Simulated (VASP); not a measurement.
Set up this calculation in VASP 6.6.1, as the native input.

| Quantity | Value |
| --- | --- |
| Task | single point |
| Functional | PBE |
| Potentials or basis | VASP PAW PBE potentials, release 64 (Sn_d, C) |
| Cutoff | 520 eV |
| k mesh | 12 × 12 × 4 |
| Occupations | gaussian, width 0.1 eV |
| Spin | no spin polarisation |
| Dipole correction | no |
| Further INCAR settings | ALGO = Normal; EDIFF = 1e-07; NBANDS = 38 |

The structure of Sn4C lies in POSCAR:

```
Sn4C
1.0
    3.5497704662      0.0000000000      0.0000000000
   -1.7748852331      3.0741914014      0.0000000000
    0.0000000000      0.0000000000     11.5015483383
Sn C
4 1
Direct
    0.3333333333      0.6666666667      0.8821505602
    0.3333333333      0.6666666667      0.3898556744
    0.6666666667      0.3333333333      0.1178494398
    0.6666666667      0.3333333333      0.6101443256
    0.0000000000      0.0000000000      0.0000000000
```

These files were run (other wordings do the same):

INCAR

```
ALGO = Normal
EDIFF = 1E-7
ENCUT = 520
GGA = PE
ISIF = 2
ISMEAR = 0
LASPH = T
LCHARG = F
LREAL = F
LWAVE = F
NBANDS = 38
NELM = 60
PREC = Accurate
SIGMA = 0.1
```

KPOINTS

```
k-points
0
Gamma
  12 12 4
```

Potentials or basis: VASP PAW PBE potentials, release 64 (Sn_d, C).

Launch:

```console
$ cat potpaw_PBE.64/Sn_d/POTCAR potpaw_PBE.64/C/POTCAR > POTCAR
$ mpirun -np 1 vasp_std > vasp.out
```

Results of the run:

```json
{
  "Pressure": "-2.8 GPa",
  "Largest force": "0.015 eV/Å",
  "Band gap on the k mesh": "zero (bands 30 and 31 overlap by 4.30 eV)"
}
```

Caveat: spin-orbit coupling is left out, which moves the levels of the heavy elements.

Wall time 2.6 min on 1 thread of Intel(R) Xeon(R) 6975P-C (Granite Rapids) (shared host), peak memory 0.41 GiB.
